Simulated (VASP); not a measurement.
## TiH: single point with PBE

Crystal: TiH.

```xyz
6
Lattice="3.2601 0.0000 0.0000 -1.6300 2.8233 0.0000 0.0000 0.0000 7.7311" Properties=species:S:1:pos:R:3 pbc="T T T"
Ti    0.0000    0.0000    0.0000
Ti    0.0000    1.8822    5.4236
Ti    1.6300    0.9411    2.3075
H     1.6300    0.0000    0.0000
H    -0.8150    1.4117    0.0000
H     0.8150    1.4117    0.0000
```

- Program: VASP 6.6.1
- Task: single point
- Functional: PBE
- Potentials or basis: VASP PAW PBE potentials, release 64 (Ti_sv, H)
- Cutoff: 520 eV
- k mesh: 6 × 6 × 2
- Occupations: gaussian, width 0.1 eV
- Spin: no spin polarisation
- Dipole correction: no
- Further INCAR settings: ALGO = Normal; EDIFF = 1e-06; NBANDS = 28

* Pressure: 3.8 GPa
* Largest force: 0.212 eV/Å

Forces on the atoms (eV/Å):
```
Ti   0.000  0.000  0.000
Ti   0.000  0.000 -0.212
Ti   0.000  0.000  0.212
H    0.000  0.000  0.000
H    0.000  0.000  0.000
H    0.000  0.000  0.000
```

Stress tensor (GPa, compression positive):
```
 13.17   0.00   0.00
  0.00  13.17   0.00
  0.00   0.00 -15.03
```

Levels at points of the mesh, in eV from the Fermi level:
```
           k point  band 17  band 18  band 19  band 20  band 21  band 22
(0.00, 0.00, 0.00)    -3.16    -0.48     0.18     0.51     0.51     0.75
(0.50, 0.00, 0.00)    -1.17    -0.17    -0.08     0.48     0.55     0.58
(0.00, 0.00, 0.50)    -2.99    -0.24     0.42     0.53     0.53     0.78
(0.50, 0.00, 0.50)    -1.00    -0.54     0.39     0.39     0.42     0.69
```

Wall time 24 s on 1 thread of Intel(R) Xeon(R) Platinum 8488C (Sapphire Rapids) (shared host), peak memory 0.18 GiB.

Caveat: the k points lie up to 0.41 Å⁻¹ apart.
